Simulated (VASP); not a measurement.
Here is a VASP 6.6.1 calculation.

The input INCAR:

```
SYSTEM = BN
  PREC = Accurate
  ENCUT = 520
  EDIFF = 1E-8
  ISMEAR = -1
  SIGMA = 0.02
  LREAL = .FALSE.
  LASPH = .TRUE.
  NELM = 100
  ALGO = Normal
  ISIF = 2
  LWAVE = .FALSE.
  LCHARG = .FALSE.
  GGA = PE
  LEFG = .TRUE.
  NBANDS = 16
```

Contents of KPOINTS:

```
Automatic mesh
0
G
  11 11 4
  0 0 0
```

Contents of POSCAR:

```
BN
1.0
    2.5039917043      0.0250399170      0.0250399170
   -1.2303106479      2.1560004683      0.0091652458
    0.0666120000      0.0666120000      6.6612000000
B N
2 2
Direct
    0.3333333333      0.6666666667      0.2500000000
    0.6666666667      0.3333333333      0.7500000000
    0.3333333333      0.6666666667      0.7500000000
    0.6666666667      0.3333333333      0.2500000000
```

Potentials or basis: VASP PAW PBE potentials, release 64 (B, N).

Command:

```bash
$ cat potpaw_PBE.64/B/POTCAR potpaw_PBE.64/N/POTCAR > POTCAR
$ mpirun -np 1 vasp_std > vasp.out
```

Task: What does it give for the band gap on the k mesh?

Result: 4.25 eV (least direct gap 4.64 eV).

Task: Estimate the pressure.

Result: 3.5 GPa.

Task: What does it give for the largest force?

Result: 0.255 eV/Å.

Stress tensor (GPa, compression positive):
```
 3.87 -7.53 -0.15
-7.53  3.85 -0.15
-0.15 -0.15  2.72
```

Caveat: the cell differs from its parent crystal (equal xy, yz and zx shear strains of +2 %); the cell stands under pressure; without QUAD_EFG the Cq values of the log hold for a quadrupole moment of 1 mb, not for the nuclei; an odd mesh through Γ misses points on the zone boundary, where band edges can lie.
